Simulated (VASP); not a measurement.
Ga3Sb, 4 atoms in the cell. Symmetry: I4/mmm, No. 139, tetragonal system. Conventional cell: a = 4.570 Å, b = 4.570 Å, c = 7.678 Å, α = 90.00°, β = 90.00°, γ = 90.00°. Ga (site symmetry -4m2) has 10 Ga at 2.98 to 3.84 Å and 4 Sb at 2.98 Å within 3.9 Å. Within 3.9 Å of Ga (site symmetry 4/mmm) lie 8 Ga at 2.98 Å and 6 Sb at 3.23 to 3.84 Å. Within 3.9 Å of Sb (site symmetry 4/mmm) lie 14 Ga at 2.98 to 3.84 Å. 

```yaml
Program: VASP 6.6.1
Task: single point
Functional: PBE
Dispersion: D3(BJ)
Potentials_or_basis: VASP PAW PBE potentials, release 64 (Ga_d, Sb)
Cutoff: 520 eV
k_mesh: 14 × 14 × 14
Occupations: gaussian, width 0.15 eV
Spin: no spin polarisation
Dipole_correction: no
Further_INCAR_settings: ALGO = Fast; EDIFF = 1e-06; NBANDS = 30
```

Potentials or basis: VASP PAW PBE potentials, release 64 (Ga_d, Sb).

The run is started by

```console
$ cat potpaw_PBE.64/Ga_d/POTCAR potpaw_PBE.64/Sb/POTCAR > POTCAR
$ mpirun -np 1 vasp_std > vasp.out
```

Hardware: 1 thread of Oxide Virtual Turin-like Processor (shared host).

Q: How long does it take, and how much memory?

A: Run time: 7.2 min on 1 thread of Oxide Virtual Turin-like Processor (shared host), peak memory 0.58 GiB. Counts: scf iterations 12, k points 244.
